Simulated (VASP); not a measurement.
# TaN (P-6m2) in VASP: single point with PBE

Aim: the single point of TaN with PBE.

All numbers are computed with VASP 6.6.1; they aren't measurements. Logs are shortened: lines on timing, memory, paths and dates and some standing lists are left out, and cuts for length are marked.

**1. The cell of the first run**

It takes space group P-6m2 (No. 187, hexagonal). The conventional cell has a = 2.938 Å, b = 2.938 Å, c = 2.883 Å, α = 90.00°, β = 90.00°, γ = 120.00°. Within 3.0 Å of Ta (site symmetry -6m2) lie 6 N at 2.23 Å and 8 Ta at 2.88 to 2.94 Å. N (site symmetry -6m2) has 6 Ta at 2.23 Å and 8 N at 2.88 to 2.94 Å within 3.0 Å.

**2. Single point, PBE**

File POSCAR:

```
TaN
1.0
    2.9380000000      0.0000000000      0.0000000000
   -1.4690000000      2.5443826363      0.0000000000
    0.0000000000      0.0000000000      2.8830000000
Ta N
1 1
Direct
    0.3333333333      0.6666666667      0.5000000000
    0.0000000000      0.0000000000      0.0000000000
```

File INCAR.step1:

```
ALGO = Normal ; EDIFF = 1E-7
ENCUT = 520 ; GGA = PE
ISIF = 2 ; ISMEAR = 0
LASPH = T ; LCHARG = T
LMAXMIX = 4 ; LREAL = F
LWAVE = F ; NBANDS = 15
NELM = 60 ; PREC = Accurate
SIGMA = 0.05
```

File KPOINTS.step1:

```
k-points
0
Gamma
  12 12 10
```

File INCAR.step2:

```
ALGO = Normal ; EDIFF = 1E-7
ENCUT = 520 ; GGA = PE
ICHARG = 11 ; ISIF = 2
ISMEAR = -5 ; LASPH = T
LCHARG = F ; LMAXMIX = 4
LORBIT = 10 ; LREAL = F
LWAVE = F ; NBANDS = 15
NEDOS = 2001 ; NELM = 60
PREC = Accurate ; SIGMA = 0.05
```

File KPOINTS.step2:

```
k-points
0
Gamma
  18 18 15
```

Potentials or basis: VASP PAW PBE potentials, release 64 (Ta_pv, N).

Run with:

```console
$ cat potpaw_PBE.64/Ta_pv/POTCAR potpaw_PBE.64/N/POTCAR > POTCAR
$ cp INCAR.step1 INCAR
$ cp KPOINTS.step1 KPOINTS
$ mpirun -np 1 vasp_std > vasp.out
$ cp INCAR.step2 INCAR
$ cp KPOINTS.step2 KPOINTS
$ mpirun -np 1 vasp_std > vasp.out
```

OUTCAR:

```text
EDIFF = 1E-7
   ENCUT = 520
   GGA = PE
   ICHARG = 11
   ISIF = 2
   ISMEAR = -5
   LASPH = T
   LORBIT = 10
   LREAL = F
   NELM = 60
   PREC = Accurate

 ion  position               nearest neighbor table
   1  0.333  0.667  0.500-   2 2.23   2 2.23   2 2.23   2 2.23   2 2.23   2 2.23
   2  0.000  0.000  0.000-   1 2.23   1 2.23   1 2.23   1 2.23   1 2.23   1 2.23

  LATTYP: Found a hexagonal cell.
 ALAT       =     2.9380000000
 C/A-ratio  =     0.9812797822

  Lattice vectors:

 A1 = (   2.9380000000,   0.0000000000,   0.0000000000)
 A2 = (  -1.4690000000,   2.5443826363,   0.0000000000)
 A3 = (   0.0000000000,   0.0000000000,   2.8830000000)

Analysis of symmetry for initial positions (statically):
=====================================================================
 Subroutine PRICEL returns:
 Original cell was already a primitive cell.

 Routine SETGRP: Setting up the symmetry group for a
 hexagonal supercell.

 Subroutine GETGRP returns: Found 12 space group operations
 (whereof 12 operations were pure point group operations)
 out of a pool of 24 trial point group operations.

The static configuration has the point symmetry D_3h.

Analysis of symmetry for dynamics (positions and initial velocities):
=====================================================================
 Subroutine PRICEL returns:
 Original cell was already a primitive cell.

 Routine SETGRP: Setting up the symmetry group for a
 hexagonal supercell.

 Subroutine GETGRP returns: Found 12 space group operations
 (whereof 12 operations were pure point group operations)
 out of a pool of 24 trial point group operations.

The dynamic configuration has the point symmetry D_3h.

 Subroutine INISYM returns: Found 12 space group operations
 (whereof 12 operations are pure point group operations),
 and found     1 'primitive' translations

----------------------------------------------------------------------------------------

                                     Primitive cell

  volume of cell :      21.5516

  direct lattice vectors                    reciprocal lattice vectors
     2.938000000  0.000000000  0.000000000     0.340367597  0.196511324  0.000000000
    -1.469000000  2.544382636  0.000000000     0.000000000  0.393022648  0.000000000
     0.000000000  0.000000000  2.883000000     0.000000000  0.000000000  0.346860909

  length of vectors
     2.938000000  2.938000000  2.883000000     0.393022648  0.393022648  0.346860909

  position of ions in fractional coordinates (direct lattice)
     0.333333333  0.666666667  0.500000000
[... 93 lines left out ...]
   EMIN   =  10.00;   EMAX   =-10.00  energy-range for DOS
   EFERMI =   0.00;   METHOD = LEGACY
   ISMEAR =    -5;   SIGMA  =   0.05  broadening in eV -4-tet -1-fermi 0-gaus
   EFERMI_NEDOS =   21; number of points for ismear=-14 and -15
   IALGO  =     38    algorithm
   IMIX   =      4    mixing-type and parameters
     AMIX     =   0.40;   BMIX     =  1.00
     AMIX_MAG =   1.60;   BMIX_MAG =  1.00
  volume/ion in A,a.u.               =      10.78        72.72
  Fermi-wavevector in a.u.,A,eV,Ry     =   1.482365  2.801264 29.897531  2.197407
  Thomas-Fermi vector in A             =   2.596160
   LORBIT       =     10    0 simple, 1 ext, 2 COOP (PROOUT), +10 PAW based schemes
   GGA     = PE    functional components
   LHFCALC =     F    Hartree Fock is set to
   AEXX    =    0.0000 exact exchange contribution
   IVDW    =     0    specifies the selected vdW correction
   LEPSILON=     F    determine dielectric tensor
   LRPA    =     F    only Hartree local field effects (RPA)
 non-spin polarized calculation
 Fermi weights with tetrahedron method with Bloechl corrections
  energy-cutoff  :      520.00
  volume of cell :       21.55
 maximum number of plane-waves:       605
 NGX is ok and might be reduce to    24

 number of electron      16.0000001 magnetization

 Free energy of the ion-electron system (eV)
  ---------------------------------------------------
  ext. energy  EPLUGINS =         0.00000000
  ---------------------------------------------------
  free energy    TOTEN  =       -22.44010750 eV

  energy without entropy =      -22.44010750  energy(sigma->0) =      -22.44010750

 E-fermi :   8.2452     XC(G=0): -13.3458

 val. band max:        8.3783065812   @ k =   0.3333   0.3333   0.0000
 cond. band min:       8.2575322983   @ k =   0.0000   0.0000   0.4000
 fundamental gap:     -0.1207742829
 Fermi energy:         8.2452247393

 k-point     1 :       0.0000    0.0000    0.0000
  band No.  band energies     occupation
      1     -26.5936      2.00000
      2     -26.3293      2.00000
      3     -26.3293      2.00000
      4      -9.5276      2.00000
      5       3.6897      2.00000
      6       3.6897      2.00000
      7       4.0464      2.00000
      8       5.3261      2.00000
      9      10.4650      0.00000
     10      11.8391      0.00000
     11      11.8391      0.00000
     12      12.2590      0.00000
     13      12.2590      0.00000
     14      21.3559      0.00000
[... 401 lines left out ...]
      2     -26.6328      2.00000
      3     -26.4509      2.00000
      4      -7.2282      2.00000
      5       0.1756      2.00000
      6       3.1247      2.00000
      7       3.9959      2.00000
      8       5.9659      2.00000
      9      10.5763      0.00000
     10      11.3115      0.00000
     11      12.8127      0.00000
     12      14.3043      0.00000
     13      16.8389      0.00000
     14      20.3763      0.00000
     15      21.6285      0.00000

 [... further k-points ...]
[... 5 lines left out ...]
  --------------------------------------------------------------------------------------
  -------------------------------------------------------------------------------------
  Total        0.6750601      0.6750601      0.8299107      0.0000000      0.0000000      0.0000000
  in kB       50.1850298     50.1850298     61.6968643      0.0000000      0.0000000      0.0000000
  external PRESSURE =      54.0223079 kB  Pullay stress =       0.0000000 kB

 VOLUME and BASIS-vectors are now :
 -----------------------------------------------------------------------------
  energy-cutoff  :      520.00
  volume of cell :       21.55
      direct lattice vectors                 reciprocal lattice vectors
     2.938000000  0.000000000  0.000000000     0.340367597  0.196511324  0.000000000
    -1.469000000  2.544382636  0.000000000     0.000000000  0.393022648  0.000000000
     0.000000000  0.000000000  2.883000000     0.000000000  0.000000000  0.346860909

 POSITION                                       TOTAL-FORCE (eV/Angst)
 -----------------------------------------------------------------------------------
     -0.00000      1.69626      1.44150        -0.000000      0.000000      0.000000
      0.00000      0.00000      0.00000         0.000000      0.000000      0.000000
 -----------------------------------------------------------------------------------
    total drift:                                0.000746     -0.000430     -0.000000

  FREE ENERGIE OF THE ION-ELECTRON SYSTEM (eV)
  ---------------------------------------------------
  free  energy   TOTEN  =       -22.4401074964 eV

  energy  without entropy=      -22.4401074964  energy(sigma->0) =      -22.44010750

 total charge

# of ion       s       p       d       tot
------------------------------------------
    1        0.305   6.265   2.428   8.999
    2        1.229   2.508   0.000   3.737
--------------------------------------------------
tot          1.534   8.773   2.428  12.736
```

OUTCAR.step1:

```text
EDIFF = 1E-7
   ENCUT = 520
   GGA = PE
   ISIF = 2
   ISMEAR = 0
[... 655 lines left out ...]
 -----------------------------------------------------------------------------------
     -0.00000      1.69626      1.44150        -0.000000      0.000000      0.000000
      0.00000      0.00000      0.00000         0.000000      0.000000      0.000000
 -----------------------------------------------------------------------------------
    total drift:                                0.000000     -0.000000     -0.000000

  FREE ENERGIE OF THE ION-ELECTRON SYSTEM (eV)
  ---------------------------------------------------
  free  energy   TOTEN  =       -22.4406285532 eV

  energy  without entropy=      -22.4405529335  energy(sigma->0) =      -22.44059074
```

It took 2.7 min on 1 thread of AMD EPYC 7R13, shared host; peak memory 0.19 GiB.

What came out:

```yaml
Valence_electrons_inside_the_program's_atomic_spheres: Ta 9.00; N 3.74
```

Caveat: spin-orbit coupling is left out, which moves the levels of the heavy elements; tetrahedron occupations give inexact forces and stress in metals.
